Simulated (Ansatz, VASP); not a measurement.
Two plane-wave programs on MoH6

```
CELL_PARAMETERS angstrom
3.45824 0.00000 0.00000
-1.72912 2.99492 0.00000
0.00000 0.00000 3.25704
ATOMIC_POSITIONS crystal
H 0.50000 0.00000 0.25214
H 0.00000 0.50000 0.25214
H 0.50000 0.50000 0.25214
H 0.00000 0.50000 0.74786
H 0.50000 0.00000 0.74786
H 0.50000 0.50000 0.74786
Mo 0.00000 0.00000 0.00000
```

Alike in both runs: functional PBE; k mesh 3 × 3 × 3; occupations gaussian, width 0.15 eV; no spin polarisation.

Ansatz relaxed the structure, and its values are those at the end. VASP's run is a single point on that final structure, the one shown.

|  | VASP | Ansatz |
| --- | --- | --- |
| version | VASP 6.6.1 | Ansatz 0.2.0 |
| potentials or method | VASP PAW PBE potentials, release 64 (H, Mo_sv), cutoff 500 eV | scalar-relativistic, plane waves, PAW |
| valence electrons in the cell | 20 | 20 |

|  | VASP | Ansatz | Ansatz less VASP |
| --- | --- | --- | --- |
| gap on the k mesh at the Fermi level (eV) | none | none | - |
| pressure (GPa) | 0.0 | 0.2 | +0.25 |
| rms of the force components (eV/Å) | 0.006 | 0.005 | -0.0010 |

A gap of «none» marks a metal or a gap that the smearing closes. With one functional, cell and mesh, what is left measures potentials, basis and numerics.

The k mesh is coarse, so the values compare programs but aren't converged.
